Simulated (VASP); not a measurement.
Input of a VASP 6.6.1 run:

INCAR

```
PREC = Accurate
ENCUT = 520
EDIFF = 1E-6
ISMEAR = 0
SIGMA = 0.15
LREAL = F
LASPH = T
NELM = 60
ALGO = Fast
ISIF = 2
LWAVE = F
LCHARG = F
GGA = PS
NBANDS = 11
```

Contents of KPOINTS:

```
Automatic mesh
0
Gamma
  26 26 26
```

The input POSCAR:

```
Pt
1.0
   -1.5838776602      1.5838776602      1.6072847192
    1.5838776602     -1.5838776602      1.6072847192
    1.5838776602      1.5838776602     -1.6072847192
Pt
1
Direct
    0.0000000000      0.0000000000      0.0000000000
```

Potentials or basis: VASP PAW PBE potentials, release 64 (Pt).

Run with:

```sh
$ cat potpaw_PBE.64/Pt/POTCAR > POTCAR
$ mpirun -np 1 vasp_std > vasp.out
```

**Question.** Predict the pressure.

**Answer.** -14.3 GPa.

**Question.** Estimate the band gap on the k mesh.

**Answer.** Zero (band 5 reaches 10.65 eV, above the bottom of band 6 at 8.60 eV).

Stress tensor (GPa, compression positive):
```
-14.68   0.00   0.00
  0.00 -14.68   0.00
  0.00   0.00 -13.43
```

Caveat: the cell differs from its parent crystal (strain +0.015 along x and y, +0.030 along z); the PAW data sets were made with another functional, which shifts forces and pressure a little; spin-orbit coupling is left out, which moves the levels of the heavy elements.
